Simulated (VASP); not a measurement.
Write the native input for VASP 6.6.1 that does the following.

| Item | Value |
| --- | --- |
| Task | single point |
| Functional | r2SCAN |
| Potentials or basis | VASP PAW PBE potentials, release 64 (Li_sv, Nb_sv, O) |
| Cutoff | 520 eV |
| k mesh | 6 × 6 × 6 |
| Occupations | gaussian, width 0.02 eV |
| Spin | no spin polarisation |
| Dipole correction | no |
| Further INCAR settings | ALGO = Normal; EDIFF = 1e-06; NBANDS = 45 |

LiNbO3:

```xyz
10
Lattice="2.5948 1.4981 4.6715 -2.5948 1.4981 4.6715 0.0000 -2.9962 4.6715" Properties=species:S:1:pos:R:3 pbc="T T T"
Li    0.0000    0.0000    3.9465
Li    0.0000    0.0000   10.9537
Nb    0.0000    0.0000    0.0064
Nb    0.0000    0.0000    7.0136
O    -0.6428   -1.4586    5.5579
O     1.5846    0.1727    5.5579
O    -0.9418    1.2860    5.5579
O    -1.6529   -0.2121    7.8937
O     0.6428    1.5375    7.8937
O     1.0101   -1.3254    7.8937
```

The input as run:

POSCAR

```
LiNbO3
1.0
    2.5947505979      1.4980799562      4.6714899528
   -2.5947505979      1.4980799562      4.6714899528
    0.0000000000     -2.9961599123      4.6714899528
Li Nb O
2 2 6
Direct
    0.2816011198      0.2816011198      0.2816011198
    0.7816011198      0.7816011198      0.7816011198
    0.0004547361      0.0004547361      0.0004547361
    0.5004547361      0.5004547361      0.5004547361
    0.1104440279      0.3581697208      0.7211453954
    0.7211453954      0.1104440279      0.3581697208
    0.3581697208      0.7211453954      0.1104440279
    0.2211453954      0.8581697208      0.6104440279
    0.8581697208      0.6104440279      0.2211453954
    0.6104440279      0.2211453954      0.8581697208
```

INCAR.step1

```
SYSTEM = LiNbO3
PREC     = Accurate       ! precision mode
ENCUT    = 520            ! plane-wave cutoff, eV
ISMEAR   = 0              ! smearing method
SIGMA    = 0.02           ! smearing width, eV
LREAL    = .False.        ! projectors in reciprocal space
LASPH    = .True.         ! aspherical terms in the spheres
NELM     = 60             ! most SCF steps
NBANDS   = 45             ! bands
GGA      = PE             ! functional
ALGO     = Normal         ! electronic algorithm
EDIFF    = 1E-4           ! SCF threshold, eV
LWAVE    = .True.         ! write WAVECAR
LCHARG   = .False.        ! write CHGCAR
```

INCAR.step2

```
SYSTEM = LiNbO3
PREC     = Accurate       ! precision mode
ENCUT    = 520            ! plane-wave cutoff, eV
EDIFF    = 1E-6           ! SCF threshold, eV
ISMEAR   = 0              ! smearing method
SIGMA    = 0.02           ! smearing width, eV
LREAL    = .False.        ! projectors in reciprocal space
LASPH    = .True.         ! aspherical terms in the spheres
NELM     = 60             ! most SCF steps
ALGO     = Normal         ! electronic algorithm
ISIF     = 2              ! what is computed and relaxed
LWAVE    = .False.        ! write WAVECAR
LCHARG   = .False.        ! write CHGCAR
METAGGA  = R2SCAN         ! meta-GGA
LMIXTAU  = .True.       
NBANDS   = 45             ! bands
ISTART   = 1
```

KPOINTS

```
Automatic mesh
0
Gamma
  6 6 6
  0 0 0
```

Potentials or basis: VASP PAW PBE potentials, release 64 (Li_sv, Nb_sv, O).

Run with:

```console
$ cat potpaw_PBE.64/Li_sv/POTCAR potpaw_PBE.64/Nb_sv/POTCAR potpaw_PBE.64/O/POTCAR > POTCAR
$ cp INCAR.step1 INCAR
$ mpirun -np 1 vasp_std > vasp.out
$ cp INCAR.step2 INCAR
$ mpirun -np 1 vasp_std > vasp.out
```

Results of the run:

- Largest force: 0.106 eV/Å
- Band gap on the k mesh: 3.97 eV, indirect (least direct gap 3.99 eV)

Caveat: the PAW data sets were made with another functional, which shifts forces and pressure a little.

Wall time 6.6 min on 1 thread of Intel(R) Xeon(R) 6975P-C (Granite Rapids), on a shared host, peak memory 0.36 GiB.
